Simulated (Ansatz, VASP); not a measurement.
# Al: VASP beside Ansatz

```
Al
1.0
     0.00000    2.02481    2.02481
     2.02481    0.00000    2.02481
     2.02481    2.02481    0.00000
Al
1
Direct
  0.00000 0.00000 0.00000
```

Alike in both runs: task single point; functional PBEsol; dispersion D4; k mesh 8 × 8 × 8; occupations fermi-dirac, width 0.1 eV; non-collinear spin, spin-orbit coupling.

|  | VASP | Ansatz |
| --- | --- | --- |
| version | VASP 6.6.1 | Ansatz 0.2.0 |
| potentials or method | VASP PAW PBE potentials, release 64 (Al), cutoff 520 eV | all-electron LAPW, relativistic spinors |

```tsv
	VASP	Ansatz	Ansatz less VASP
pressure (GPa)	-3.7	-3.7	-0.05
net moment per atom (μB)	0.00	0.00	0.000
```

VASP's potentials were made for PBE, not for PBEsol. Ansatz ran all-electron here, and VASP with PAW potentials.

Noted on Ansatz's run: the k mesh is thin for a metal, which can move the energy by tens of meV per atom.
